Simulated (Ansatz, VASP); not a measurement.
# Two plane-wave programs on HC12

The input INCAR:

```
PREC = Accurate
ENCUT = 520
EDIFF = 1E-6
ISMEAR = 0
SIGMA = 0.05
LREAL = False
LASPH = True
NELM = 150
ALGO = Normal
ISIF = 2
LWAVE = False
LCHARG = False
ISPIN = 2
MAGMOM = 0 0 0 0 0 0 0 0 0 0 0 0 1
LORBIT = 11
LDIPOL = True
IDIPOL = 3
DIPOL = 0.5 0.5 0.302
GGA = PE
IVDW = 12
NBANDS = 40
```

KPOINTS

```
regular mesh
0
Gamma
  6 7 1
```

File POSCAR:

```
HC12
1.0
    4.9311586502      0.0000000000      0.0000000000
    0.0000000000      4.0098697767      0.0000000000
    0.0000000000      0.0000000000     21.6014232414
C H
12 1
Direct
    0.2500000000      0.3776970832      0.1851729840
    0.7500000000      0.3776970832      0.1851729840
    0.0000000000      0.4720802753      0.2130426460
    0.5000000000      0.4720802753      0.2130426460
    0.0000000000      0.6609562027      0.2688143161
    0.5000000000      0.6609562027      0.2688143161
    0.2500000000      0.7503681903      0.2962457608
    0.7500000000      0.7503681903      0.2962457608
    0.2500000000      0.9412921293      0.3552728042
    0.7500000000      0.9412921293      0.3552728042
    0.0000000000      0.0234303656      0.3796705036
    0.5000000000      0.0234303656      0.3796705036
    0.2500000000      0.3567636989      0.5231795662
```

Input for Ansatz:

```yaml
crystal:
  lattice:
    - [4.9311586502, 0.0, 0.0]
    - [0.0, 4.0098697767, 0.0]
    - [0.0, 0.0, 21.6014232414]
  atoms:
    - { symbol: C, position: [0.25, 0.3776970832, 0.185172984] }
    - { symbol: C, position: [0.75, 0.3776970832, 0.185172984] }
    - { symbol: C, position: [0.0, 0.4720802753, 0.213042646] }
    - { symbol: C, position: [0.5, 0.4720802753, 0.213042646] }
    - { symbol: C, position: [0.0, 0.6609562027, 0.2688143161] }
    - { symbol: C, position: [0.5, 0.6609562027, 0.2688143161] }
    - { symbol: C, position: [0.25, 0.7503681903, 0.2962457608] }
    - { symbol: C, position: [0.75, 0.7503681903, 0.2962457608] }
    - { symbol: C, position: [0.25, 0.9412921293, 0.3552728042] }
    - { symbol: C, position: [0.75, 0.9412921293, 0.3552728042] }
    - { symbol: C, position: [0.0, 0.0234303656, 0.3796705036] }
    - { symbol: C, position: [0.5, 0.0234303656, 0.3796705036] }
    - { symbol: H, position: [0.25, 0.3567636989, 0.5231795662], spin: 1.0 }
basis:
  ecutwfc: 420
kpoints:
  mp_grid: { grid: [6, 7, 1] }
hamiltonian:
  xc: pbe
  pseudopotentials: { kind: paw, azcp: { folder: soft_1 } }
  dispersion: d3bj
scf:
  occupations: { method: gaussian, width: 0.05 }
output:
  forces: true
  eigenvalues: true
  populations: true
magnetization:
  spin_polarized: true
efield:
  axis: 3
  dipole_correction: true
  ramp_width: 0.04
```

Alike in both runs: task single point; functional PBE; dispersion D3(BJ); k mesh 6 × 7 × 1; occupations gaussian, width 0.05 eV; collinear spin.

|  | VASP | Ansatz |
| --- | --- | --- |
| version | VASP 6.6.1 | Ansatz 0.2.0 |
| potentials or method | VASP PAW PBE potentials, release 64 (C, H), cutoff 520 eV | scalar-relativistic, plane waves, PAW |
| valence electrons in the cell | 49 | 49 |

Ansatz gave:

| Item | Value |
| --- | --- |
| gap on the k mesh at the Fermi level (eV) | 0.61 |
| least direct gap on the mesh (eV) | 0.63 |
| rms of the force components (eV/Å) | 1.065 |
| net moment per atom (μB) | 0.08 |
| size of the moment on the site where the two differ most (μB) | 0.92 |

Problem. What did VASP give for the same quantities?

Solution. gap on the k mesh at the Fermi level (eV): 0.03; least direct gap on the mesh (eV): 0.06; rms of the force components (eV/Å): 0.903; net moment per atom (μB): 0.08; size of the moment on the site where the two differ most (μB): 0.38.

Site moments also hang on the region over which each program counts them. Atom by atom the forces differ by 0.283 eV/Å (rms over components).
